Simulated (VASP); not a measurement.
Ti, 1 atom in the cell. Symmetry: Pm-3m, No. 221, cubic system. The conventional cell has a = 2.747 Å, b = 2.747 Å, c = 2.747 Å, α = 90.00°, β = 90.00°, γ = 90.00°. Ti (site symmetry m-3m) has 6 Ti at 2.75 Å within 3.6 Å.  This cell differs from its parent crystal: volume scaled by 1.12.

```yaml
Program: VASP 6.6.1
Task: single point
Functional: PBE
Potentials_or_basis: VASP PAW PBE potentials, release 64 (Ti_sv)
Cutoff: 520 eV
k_mesh: 13 × 13 × 13
Occupations: fermi-dirac, width 0.1 eV
Spin: no spin polarisation
Dipole_correction: no
Further_INCAR_settings: ALGO = Normal; EDIFF = 1e-06; NBANDS = 12
```

Potentials or basis: VASP PAW PBE potentials, release 64 (Ti_sv).

The run is started by

```bash
$ cat potpaw_PBE.64/Ti_sv/POTCAR > POTCAR
$ mpirun -np 1 vasp_std > vasp.out
```

Hardware: 1 thread of Intel(R) Xeon(R) Platinum 8488C (Sapphire Rapids), with other jobs on the host.

Estimate the wall time of this run.

It took 8.3 s on 1 thread of Intel(R) Xeon(R) Platinum 8488C (Sapphire Rapids) (shared host), peak memory 0.13 GiB. Counts: scf iterations 12, k points 84.
